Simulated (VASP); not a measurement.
CsCl:

```
Cs Cl
1.0
     4.14068    0.00000    0.00000
     0.00000    4.14068    0.00000
     0.00000    0.00000    4.14068
Cs Cl
1 1
Direct
  0.00000 0.00000 0.00000
  0.50000 0.50000 0.50000
```

Base run:

- Program: VASP 6.6.1
- Functional: PBE
- Potentials or basis: VASP PAW PBE potentials, release 64 (Cs_sv, Cl)
- Cutoff: 500 eV
- k mesh: 4 × 4 × 4
- Occupations: gaussian, width 0.01 eV
- Spin: no spin polarisation

Its results: band gap on the k mesh 5.20 eV, direct; pressure 0.8 GPa.

Question: After a change of settings the same cell gave: band gap on the k mesh 5.91 eV, direct; pressure 0.0 GPa. Which change was it?
A. functional from PBE to HSE06; cutoff from 500 eV to 400 eV
B. functional from PBE to r2SCAN; cutoff from 500 eV to 550 eV
C. functional from PBE to LDA; potentials or basis from VASP PAW PBE potentials, release 64 (Cs_sv, Cl) to VASP PAW LDA potentials, release 64 (Cs_sv, Cl)

Answer: B.

r2SCAN gives the wider gap, since meta-GGAs in the generalised Kohn-Sham scheme recover part of the derivative discontinuity.

Caveats: spin-orbit coupling is left out, which moves the levels of the heavy elements; the PAW data sets were made with another functional, which shifts forces and pressure a little (some runs).
